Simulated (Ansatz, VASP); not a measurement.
One calculation of Na, two programs

Contents of INCAR:

```
SYSTEM = Na
PREC = Accurate ; ENCUT = 520
EDIFF = 1E-6 ; ISMEAR = 0
SIGMA = 0.15 ; LREAL = .FALSE.
LASPH = .TRUE. ; NELM = 100
ALGO = Normal ; ISIF = 2
LWAVE = .FALSE. ; LCHARG = .FALSE.
GGA = PS ; NBANDS = 10
```

File KPOINTS:

```
Automatic mesh
0
G
  16 16 16
  0 0 0
```

POSCAR

```
Na
1.0
   -1.9257000000      1.9257000000      2.7427000000
    1.9257000000     -1.9257000000      2.7427000000
    1.9257000000      1.9257000000     -2.7427000000
Na
1
Direct
    0.0000000000      0.0000000000      0.0000000000
```

Input for Ansatz:

```yaml
crystal:
  lattice:
    - [-1.9257, 1.9257, 2.7427]
    - [1.9257, -1.9257, 2.7427]
    - [1.9257, 1.9257, -2.7427]
  atoms:
    - { symbol: Na, position: [0.0, 0.0, 0.0] }
basis:
  ecutwfc: 520.0
kpoints:
  mp_grid: { grid: [16, 16, 16] }
hamiltonian:
  xc: pbesol
scf:
  occupations: { method: gaussian, width: 0.15 }
output:
  forces: true
  stress: true
  eigenvalues: true
```

Alike in both runs: task single point; functional PBEsol; k mesh 16 × 16 × 16; occupations gaussian, width 0.15 eV; no spin polarisation.

|  | VASP | Ansatz |
| --- | --- | --- |
| version | VASP 6.6.1 | Ansatz 0.2.0 |
| potentials or method | VASP PAW PBE potentials, release 64 (Na_pv), cutoff 520 eV | scalar-relativistic, plane waves, PAW |
| valence electrons in the cell | 7 | 9 |

```csv
,VASP,Ansatz,Ansatz less VASP
gap on the k mesh at the Fermi level (eV),none,none,-
pressure (GPa),-0.7,-0.7,+0.01
```

VASP's potentials were made for PBE, not for PBEsol. A gap of «none» marks a metal or a gap that the smearing closes. The functional is the same, so the differences come from potentials, cutoffs and numerics. VASP's potentials hold 7 valence electrons a cell and Ansatz's 9, so a difference there can come from the potentials and not from the codes.
